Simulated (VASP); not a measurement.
Write the native input for VASP 6.6.1 that does the following.

| Quantity | Value |
| --- | --- |
| Task | relaxation of cell and atoms |
| Functional | r2SCAN |
| Potentials or basis | VASP PAW PBE potentials, release 64 (Sr_sv, Ti_sv, O) |
| Cutoff | 600 eV |
| k mesh | 8 × 8 × 8 |
| Occupations | fermi-dirac, width 0.1 eV |
| Spin | no spin polarisation |
| Dipole correction | no |
| Further INCAR settings | ALGO = Normal; EDIFF = 1e-06; IBRION = 2; EDIFFG = -0.002; NSW = 100; ISIF = 3 |

SrTiO3:

```xyz
5
Lattice="3.9053 0.0000 0.0000 0.0000 3.9053 0.0000 0.0000 0.0000 3.9053" Properties=species:S:1:pos:R:3 pbc="T T T"
Sr    1.9526    1.9526    1.9526
Ti    0.0000    0.0000    0.0000
O     1.9526    0.0000    0.0000
O     0.0000    1.9526    0.0000
O     0.0000    0.0000    1.9526
```

One way to write it, as run:

POSCAR

```
SrTiO3
1.0
    3.9052800000      0.0000000000      0.0000000000
    0.0000000000      3.9052800000      0.0000000000
    0.0000000000      0.0000000000      3.9052800000
Sr Ti O
1 1 3
Direct
    0.5000000000      0.5000000000      0.5000000000
    0.0000000000      0.0000000000      0.0000000000
    0.5000000000      0.0000000000      0.0000000000
    0.0000000000      0.5000000000      0.0000000000
    0.0000000000      0.0000000000      0.5000000000
```

INCAR.step1

```
SYSTEM = SrTiO3
PREC     = Accurate       ! precision mode
ENCUT    = 600            ! plane-wave cutoff, eV
ISMEAR   = -1             ! smearing method
SIGMA    = 0.1            ! smearing width, eV
LREAL    = .False.        ! projectors in reciprocal space
LASPH    = .True.         ! aspherical terms in the spheres
NELM     = 100            ! most SCF steps
GGA      = PE             ! functional
ALGO     = Normal         ! electronic algorithm
EDIFF    = 1E-4           ! SCF threshold, eV
LWAVE    = .True.         ! write WAVECAR
LCHARG   = .False.        ! write CHGCAR
```

INCAR.step2

```
SYSTEM = SrTiO3
PREC     = Accurate       ! precision mode
ENCUT    = 600            ! plane-wave cutoff, eV
EDIFF    = 1E-6           ! SCF threshold, eV
ISMEAR   = -1             ! smearing method
SIGMA    = 0.1            ! smearing width, eV
LREAL    = .False.        ! projectors in reciprocal space
LASPH    = .True.         ! aspherical terms in the spheres
NELM     = 100            ! most SCF steps
ALGO     = Normal         ! electronic algorithm
ISIF     = 3              ! what is computed and relaxed
LWAVE    = .False.        ! write WAVECAR
LCHARG   = .False.        ! write CHGCAR
METAGGA  = R2SCAN         ! meta-GGA
LMIXTAU  = .True.       
IBRION   = 2              ! ionic algorithm
NSW      = 100            ! ionic steps
EDIFFG   = -0.002         ! ionic threshold
ISTART   = 1
```

KPOINTS

```
regular mesh
0
Gamma
  8 8 8
  0 0 0
```

Potentials or basis: VASP PAW PBE potentials, release 64 (Sr_sv, Ti_sv, O).

Launch:

```sh
$ cat potpaw_PBE.64/Sr_sv/POTCAR potpaw_PBE.64/Ti_sv/POTCAR potpaw_PBE.64/O/POTCAR > POTCAR
$ cp INCAR.step1 INCAR
$ mpirun -np 1 vasp_std > vasp.out
$ cp INCAR.step2 INCAR
$ mpirun -np 1 vasp_std > vasp.out
```

It gave:

* Relaxed volume: 11.98 Å³/atom
* Relaxed cell: a = 3.912 Å, b = 3.912 Å, c = 3.912 Å, α = 90.00°, β = 90.00°, γ = 90.00°
* Space group after relaxing (to 0.1 Å): Pm-3m (No. 221)
* Energy gained by relaxing: 0.2 meV/atom
* Ionic steps: 3
* Pressure after relaxing: 0.0 GPa
* Band gap on the k mesh: 2.27 eV (least direct gap 2.65 eV)

Caveat: the PAW data sets were made with another functional, which shifts forces and pressure a little.

Wall time 3 min on 1 thread of Intel(R) Xeon(R) 6975P-C (Granite Rapids), on a shared host, peak memory 0.24 GiB.
